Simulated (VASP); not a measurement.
# Cd (Fd-3m) in VASP: a series of runs

The runs below take Cd through single point, with RPBE.

All numbers are computed with VASP 6.6.1; they aren't measurements. Logs are shortened: lines on timing, memory, paths and dates and some standing lists are left out, and cuts for length are marked.

### 1 The cell of the first run

Symmetry: Fd-3m, No. 227, cubic system. The conventional cell has a = 6.977 Å, b = 6.977 Å, c = 6.977 Å, α = 90.00°, β = 90.00°, γ = 90.00°. Within 4.0 Å of Cd (site symmetry -43m) lie 4 Cd at 3.02 Å.

This isn't the form of Cd at room conditions, which is hcp.

### 2 Single point, RPBE

INCAR reads:

```
SYSTEM = Cd
PREC     = Accurate       ! precision mode
ENCUT    = 520            ! plane-wave cutoff, eV
EDIFF    = 1E-7           ! SCF threshold, eV
ISMEAR   = -1             ! smearing method
SIGMA    = 0.1            ! smearing width, eV
LREAL    = .FALSE.        ! projectors in reciprocal space
LASPH    = .TRUE.         ! aspherical terms in the spheres
NELM     = 100            ! most SCF steps
ALGO     = Normal         ! electronic algorithm
ISIF     = 2              ! what is computed and relaxed
LWAVE    = .FALSE.        ! write WAVECAR
LCHARG   = .TRUE.         ! write CHGCAR
GGA      = RP             ! functional
LELF     = .TRUE.         ! ELF
LVHAR    = .TRUE.       
NBANDS   = 19             ! bands
```

KPOINTS reads:

```
Automatic mesh
0
G
  9 9 9
  0 0 0
```

POSCAR reads:

```
Cd
1.0
    0.0000000000      3.4882640211      3.4882640211
    3.4882640211      0.0000000000      3.4882640211
    3.4882640211      3.4882640211      0.0000000000
Cd
2
Direct
    0.1250000000      0.1250000000      0.1250000000
    0.8750000000      0.8750000000      0.8750000000
```

Potentials or basis: VASP PAW PBE potentials, release 64 (Cd).

Started as:

```bash
$ cat potpaw_PBE.64/Cd/POTCAR > POTCAR
$ mpirun -np 1 vasp_std > vasp.out
```

OUTCAR:

```text
SYSTEM = Cd
   PREC = Accurate
   ENCUT = 520
   EDIFF = 1E-7
   ISMEAR = -1
   LREAL = .FALSE.
   LASPH = .TRUE.
   NELM = 100
   ISIF = 2
   GGA = RP

 ion  position               nearest neighbor table
   1  0.125  0.125  0.125-   2 3.02   2 3.02   2 3.02   2 3.02
   2  0.875  0.875  0.875-   1 3.02   1 3.02   1 3.02   1 3.02

  LATTYP: Found a face centered cubic cell.
 ALAT       =     6.9765280422

  Lattice vectors:

 A1 = (   0.0000000000,   3.4882640211,   3.4882640211)
 A2 = (   3.4882640211,   0.0000000000,   3.4882640211)
 A3 = (   3.4882640211,   3.4882640211,   0.0000000000)

Analysis of symmetry for initial positions (statically):
=====================================================================
 Subroutine PRICEL returns:
 Original cell was already a primitive cell.

 Routine SETGRP: Setting up the symmetry group for a
 face centered cubic supercell.

 Subroutine GETGRP returns: Found 48 space group operations
 (whereof 12 operations were pure point group operations)
 out of a pool of 48 trial point group operations.

The static configuration has the point symmetry D_3d.
 The point group associated with its full space group is O_h .

Analysis of symmetry for dynamics (positions and initial velocities):
=====================================================================
 Subroutine PRICEL returns:
 Original cell was already a primitive cell.

 Routine SETGRP: Setting up the symmetry group for a
 face centered cubic supercell.

 Subroutine GETGRP returns: Found 48 space group operations
 (whereof 12 operations were pure point group operations)
 out of a pool of 48 trial point group operations.

The dynamic configuration has the point symmetry D_3d.
 The point group associated with its full space group is O_h .

 Subroutine INISYM returns: Found 48 space group operations
 (whereof 12 operations are pure point group operations),
 and found     1 'primitive' translations

----------------------------------------------------------------------------------------

                                     Primitive cell

  volume of cell :      84.8903

[... 80 lines left out ...]
   ISTART =      0    job   : 0-new  1-cont  2-samecut
   ICHARG =      2    charge: 1-file 2-atom 10-const
   ISPIN  =      1    spin polarized calculation?
   LNONCOLLINEAR =      F non collinear calculations
   LSORBIT =      F    spin-orbit coupling
   LASPH  =      T    aspherical Exc in radial PAW
   ENCUT  =  520.0 eV  38.22 Ry    6.18 a.u.   9.17  9.17  9.17*2*pi/ulx,y,z
   NELM   =    100;   NELMIN=  2; NELMDL= -5     # of ELM steps
   EDIFF  = 0.1E-06   stopping-criterion for ELM
   LREAL  =      F    real-space projection
   EDIFFG = 0.1E-05   stopping-criterion for IOM
   NSW    =      0    number of steps for IOM
   IBRION =     -1    ionic relax: 0-MD 1-quasi-New 2-CG
   NFREE  =      0    steps in history (QN), initial steepest desc. (CG)
   ISIF   =      2    stress and relaxation
   ISYM   =      2    0-nonsym 1-usesym 2-fastsym
   POTIM  = 0.5000    time-step for ionic-motion
   TEBEG  =    0.0;   TEEND  =   0.0 temperature during run
   PSTRESS=    0.0 pullay stress
   NELECT =      24.0000    total number of electrons
   NUPDOWN=      -1.0000    fix difference up-down
   EMIN   =  10.00;   EMAX   =-10.00  energy-range for DOS
   EFERMI =   0.00;   METHOD = LEGACY
   ISMEAR =    -1;   SIGMA  =   0.10  broadening in eV -4-tet -1-fermi 0-gaus
   EFERMI_NEDOS =   21; number of points for ismear=-14 and -15
   IALGO  =     38    algorithm
   IMIX   =      4    mixing-type and parameters
     AMIX     =   0.40;   BMIX     =  1.00
     AMIX_MAG =   1.60;   BMIX_MAG =  1.00
  volume/ion in A,a.u.               =      42.45       286.43
  Fermi-wavevector in a.u.,A,eV,Ry     =   1.074466  2.030446 15.707608  1.154477
  Thomas-Fermi vector in A             =   2.210295
   LORBIT       =      0    0 simple, 1 ext, 2 COOP (PROOUT), +10 PAW based schemes
   GGA     = RP    functional components
   LHFCALC =     F    Hartree Fock is set to
   AEXX    =    0.0000 exact exchange contribution
   IVDW    =     0    specifies the selected vdW correction
   LEPSILON=     F    determine dielectric tensor
   LRPA    =     F    only Hartree local field effects (RPA)
 non-spin polarized calculation
  energy-cutoff  :      520.00
  volume of cell :       84.89
 maximum number of plane-waves:      2301
 NGX is ok and might be reduce to    40
   NGX = 19   NGY = 19   NGZ = 19

 number of electron      24.0000006 magnetization

 Free energy of the ion-electron system (eV)
  ---------------------------------------------------
  ext. energy  EPLUGINS =         0.00000000
  ---------------------------------------------------
  free energy    TOTEN  =        -0.26611873 eV

  energy without entropy =       -0.22246446  energy(sigma->0) =       -0.24429159

 E-fermi :  -0.0384     XC(G=0):  -7.3261

 val. band max:       -0.0488562199   @ k =  -0.3333   0.4444   0.1111
 cond. band min:      -0.0186257675   @ k =  -0.3333   0.4444   0.2222
 fundamental gap:      0.0302304524
 Fermi energy:        -0.0384266777

 k-point     1 :       0.0000    0.0000    0.0000
  band No.  band energies     occupation
      1      -9.1086      2.00000
      2      -9.1086      2.00000
      3      -9.1086      2.00000
      4      -9.0669      2.00000
      5      -9.0669      2.00000
      6      -8.5798      2.00000
[... 505 lines left out ...]
      6      -8.7211      2.00000
[... 11 lines left out ...]
     18       9.9517      0.00000
     19      10.6965      0.00000

 [... further k-points ...]

------------------------ aborting loop because EDIFF is reached ----------------------------------------

  FORCE on cell =-STRESS in cart. coord.  units (eV):
  Direction    XX          YY          ZZ          XY          YZ          ZX
  --------------------------------------------------------------------------------------
  -------------------------------------------------------------------------------------
  Total        0.0377948      0.0377948      0.0377948      0.0000000     -0.0000000     -0.0000000
  in kB        0.7133196      0.7133196      0.7133196      0.0000000     -0.0000000     -0.0000000
  external PRESSURE =       0.7133196 kB  Pullay stress =       0.0000000 kB

 VOLUME and BASIS-vectors are now :
 -----------------------------------------------------------------------------
  energy-cutoff  :      520.00
  volume of cell :       84.89
      direct lattice vectors                 reciprocal lattice vectors
     0.000000000  3.488264021  3.488264021    -0.143337774  0.143337774  0.143337774
     3.488264021  0.000000000  3.488264021     0.143337774 -0.143337774  0.143337774
     3.488264021  3.488264021  0.000000000     0.143337774  0.143337774 -0.143337774

 POSITION                                       TOTAL-FORCE (eV/Angst)
 -----------------------------------------------------------------------------------
      0.87207      0.87207      0.87207        -0.000000     -0.000000     -0.000000
      6.10446      6.10446      6.10446         0.000000      0.000000      0.000000
 -----------------------------------------------------------------------------------
    total drift:                                0.000000      0.000000     -0.000000

  FREE ENERGIE OF THE ION-ELECTRON SYSTEM (eV)
  ---------------------------------------------------
  free  energy   TOTEN  =        -0.2661187282 eV

  energy  without entropy=       -0.2224644594  energy(sigma->0) =       -0.24429159
```

OSZICAR:

```text
N       E                     dE             d eps       ncg     rms          rms(c)
DAV:   1     0.153001173271E+03    0.15300E+03   -0.11762E+04  1330   0.112E+03
DAV:   2     0.389120768562E+01   -0.14911E+03   -0.14462E+03  1379   0.295E+02
DAV:   3    -0.260234391691E+00   -0.41514E+01   -0.41433E+01  1500   0.549E+01
DAV:   4    -0.270661323515E+00   -0.10427E-01   -0.10426E-01  1467   0.283E+00
DAV:   5    -0.270734789155E+00   -0.73466E-04   -0.73465E-04  1437   0.199E-01    0.170E+00
DAV:   6    -0.260872552855E+00    0.98622E-02   -0.51646E-02  1459   0.213E+00    0.146E+00
DAV:   7    -0.264302803430E+00   -0.34303E-02   -0.91332E-03  1390   0.704E-01    0.696E-01
DAV:   8    -0.265931930043E+00   -0.16291E-02   -0.21515E-03  1405   0.407E-01    0.432E-02
DAV:   9    -0.266096117553E+00   -0.16419E-03   -0.18107E-04  1407   0.769E-02    0.139E-02
DAV:  10    -0.266114288987E+00   -0.18171E-04   -0.26648E-05  1454   0.278E-02    0.323E-03
DAV:  11    -0.266118234238E+00   -0.39453E-05   -0.15723E-05  1378   0.150E-02    0.234E-03
DAV:  12    -0.266118542044E+00   -0.30781E-06   -0.21820E-07  1155   0.335E-03    0.475E-04
DAV:  13    -0.266118719268E+00   -0.17722E-06   -0.61534E-08  1124   0.119E-03    0.145E-04
DAV:  14    -0.266118728207E+00   -0.89390E-08   -0.17232E-09   728   0.357E-04
   1 F= -.26611873E+00 E0= -.24429159E+00  d E =-.436543E-01
```

stdout:

```text
POSCAR found type information on POSCAR Cd
 POSCAR found :  1 types and       2 ions
 scaLAPACK will be used
 -----------------------------------------------------------------------------
|                                                                             |
|                                                                             |
|     You enforced a specific xc type in the INCAR file but a different       |
|     I HOPE YOU KNOW WHAT YOU ARE DOING!                                     |
|                                                                             |
 -----------------------------------------------------------------------------

 LDA part: xc-table for (Slater+PW92), standard interpolation
 POSCAR, INCAR and KPOINTS ok, starting setup
 FFT: planning ... GRIDC
 FFT: planning ... GRID_SOFT
 FFT: planning ... GRID
 WAVECAR not read
 entering main loop
```

Wall time 36 s (1 thread of Intel Xeon Platinum 8488C (Sapphire Rapids), shared host); peak memory 0.24 GiB.

What came out:

```yaml
Free_energy: -0.2661 eV
Pressure: 0.1 GPa
Band_gap_on_the_k_mesh: zero (bands 12 and 13 overlap by 3.94 eV)
```

Levels at points of the mesh, in eV from the Fermi level:
```
           k point  band 9  band 10  band 11  band 12  band 13  band 14  band 15  band 16
(0.00, 0.00, 0.00)   -8.45    -8.45    -5.87     3.68     3.70     3.70     3.70     4.96
```

Caveat: the PAW data sets were made with another functional, which shifts forces and pressure a little.

### 3 Single point, RPBE (42.45 Å³/atom)

INCAR reads:

```
PREC = Accurate
ENCUT = 520
EDIFF = 1E-7
ISMEAR = -1
SIGMA = 0.1
LREAL = False
LASPH = True
NELM = 100
ALGO = Normal
ISIF = 2
LWAVE = False
LCHARG = False
GGA = RP
NBANDS = 19
```

KPOINTS reads:

```
regular mesh
0
Gamma
  9 9 9
```

POSCAR is that of step 2.

Potentials or basis: VASP PAW PBE potentials, release 64 (Cd).

Started as:

```bash
$ cat potpaw_PBE.64/Cd/POTCAR > POTCAR
$ mpirun -np 1 vasp_std > vasp.out
```

OUTCAR:

```text
PREC = Accurate
   ENCUT = 520
   EDIFF = 1E-7
   ISMEAR = -1
   LREAL = False
   LASPH = True
   NELM = 100
   ISIF = 2
   GGA = RP

 ion  position               nearest neighbor table
   1  0.125  0.125  0.125-   2 3.02   2 3.02   2 3.02   2 3.02
   2  0.875  0.875  0.875-   1 3.02   1 3.02   1 3.02   1 3.02

  LATTYP: Found a face centered cubic cell.
 ALAT       =     6.9765280422

  Lattice vectors:

 A1 = (   0.0000000000,   3.4882640211,   3.4882640211)
 A2 = (   3.4882640211,   0.0000000000,   3.4882640211)
 A3 = (   3.4882640211,   3.4882640211,   0.0000000000)

Analysis of symmetry for initial positions (statically):
=====================================================================
 Subroutine PRICEL returns:
 Original cell was already a primitive cell.

 Routine SETGRP: Setting up the symmetry group for a
 face centered cubic supercell.

 Subroutine GETGRP returns: Found 48 space group operations
 (whereof 12 operations were pure point group operations)
 out of a pool of 48 trial point group operations.

The static configuration has the point symmetry D_3d.
 The point group associated with its full space group is O_h .

Analysis of symmetry for dynamics (positions and initial velocities):
=====================================================================
 Subroutine PRICEL returns:
 Original cell was already a primitive cell.

 Routine SETGRP: Setting up the symmetry group for a
 face centered cubic supercell.

 Subroutine GETGRP returns: Found 48 space group operations
 (whereof 12 operations were pure point group operations)
 out of a pool of 48 trial point group operations.

The dynamic configuration has the point symmetry D_3d.
 The point group associated with its full space group is O_h .

 Subroutine INISYM returns: Found 48 space group operations
 (whereof 12 operations are pure point group operations),
 and found     1 'primitive' translations

[... 110 lines left out ...]
   EFERMI_NEDOS =   21; number of points for ismear=-14 and -15
   IALGO  =     38    algorithm
   IMIX   =      4    mixing-type and parameters
     AMIX     =   0.40;   BMIX     =  1.00
     AMIX_MAG =   1.60;   BMIX_MAG =  1.00
  volume/ion in A,a.u.               =      42.45       286.43
  Fermi-wavevector in a.u.,A,eV,Ry     =   1.074466  2.030446 15.707608  1.154477
  Thomas-Fermi vector in A             =   2.210295
   LORBIT       =      0    0 simple, 1 ext, 2 COOP (PROOUT), +10 PAW based schemes
   GGA     = RP    functional components
   LHFCALC =     F    Hartree Fock is set to
   AEXX    =    0.0000 exact exchange contribution
   IVDW    =     0    specifies the selected vdW correction
   LEPSILON=     F    determine dielectric tensor
   LRPA    =     F    only Hartree local field effects (RPA)
 non-spin polarized calculation
  energy-cutoff  :      520.00
  volume of cell :       84.89
 maximum number of plane-waves:      2301
 NGX is ok and might be reduce to    40
   NGX = 19   NGY = 19   NGZ = 19

 number of electron      24.0000006 magnetization

 Free energy of the ion-electron system (eV)
  ---------------------------------------------------
  ext. energy  EPLUGINS =         0.00000000
  ---------------------------------------------------
  free energy    TOTEN  =        -0.26611873 eV

  energy without entropy =       -0.22246446  energy(sigma->0) =       -0.24429159

 E-fermi :  -0.0384     XC(G=0):  -7.3261

 val. band max:       -0.0488562199   @ k =  -0.3333   0.4444   0.1111
 cond. band min:      -0.0186257675   @ k =  -0.3333   0.4444   0.2222
 fundamental gap:      0.0302304524
 Fermi energy:        -0.0384266777

 k-point     1 :       0.0000    0.0000    0.0000
  band No.  band energies     occupation
      1      -9.1086      2.00000
      2      -9.1086      2.00000
      3      -9.1086      2.00000
      4      -9.0669      2.00000
      5      -9.0669      2.00000
      6      -8.5798      2.00000
[... 505 lines left out ...]
      6      -8.7211      2.00000
[... 11 lines left out ...]
     18       9.9517      0.00000
     19      10.6965      0.00000

 [... further k-points ...]

------------------------ aborting loop because EDIFF is reached ----------------------------------------

  FORCE on cell =-STRESS in cart. coord.  units (eV):
  Direction    XX          YY          ZZ          XY          YZ          ZX
  --------------------------------------------------------------------------------------
  -------------------------------------------------------------------------------------
  Total        0.0377948      0.0377948      0.0377948      0.0000000     -0.0000000     -0.0000000
  in kB        0.7133196      0.7133196      0.7133196      0.0000000     -0.0000000     -0.0000000
  external PRESSURE =       0.7133196 kB  Pullay stress =       0.0000000 kB

 VOLUME and BASIS-vectors are now :
 -----------------------------------------------------------------------------
  energy-cutoff  :      520.00
  volume of cell :       84.89
      direct lattice vectors                 reciprocal lattice vectors
     0.000000000  3.488264021  3.488264021    -0.143337774  0.143337774  0.143337774
     3.488264021  0.000000000  3.488264021     0.143337774 -0.143337774  0.143337774
     3.488264021  3.488264021  0.000000000     0.143337774  0.143337774 -0.143337774

 POSITION                                       TOTAL-FORCE (eV/Angst)
 -----------------------------------------------------------------------------------
      0.87207      0.87207      0.87207        -0.000000     -0.000000     -0.000000
      6.10446      6.10446      6.10446         0.000000      0.000000      0.000000
 -----------------------------------------------------------------------------------
    total drift:                                0.000000      0.000000     -0.000000

  FREE ENERGIE OF THE ION-ELECTRON SYSTEM (eV)
  ---------------------------------------------------
  free  energy   TOTEN  =        -0.2661187282 eV

  energy  without entropy=       -0.2224644594  energy(sigma->0) =       -0.24429159
```

stdout:

```text
POSCAR found type information on POSCAR Cd
 POSCAR found :  1 types and       2 ions
 scaLAPACK will be used
 -----------------------------------------------------------------------------
|                                                                             |
|                                                                             |
|     You enforced a specific xc type in the INCAR file but a different       |
|     I HOPE YOU KNOW WHAT YOU ARE DOING!                                     |
|                                                                             |
 -----------------------------------------------------------------------------

 LDA part: xc-table for (Slater+PW92), standard interpolation
 POSCAR, INCAR and KPOINTS ok, starting setup
 FFT: planning ... GRIDC
 FFT: planning ... GRID_SOFT
 FFT: planning ... GRID
 WAVECAR not read
 entering main loop
```

It took 37 s on 1 thread of Intel Xeon Platinum 8488C (Sapphire Rapids), shared host; peak memory 0.24 GiB.

Results:

| Quantity | Value |
| --- | --- |
| Free energy | -0.2661 eV |
| Pressure | 0.1 GPa |
| Band gap on the k mesh | zero (bands 12 and 13 overlap by 3.94 eV) |

Caveat: the PAW data sets were made with another functional, which shifts forces and pressure a little.

(Continued in part 2 of 2.)
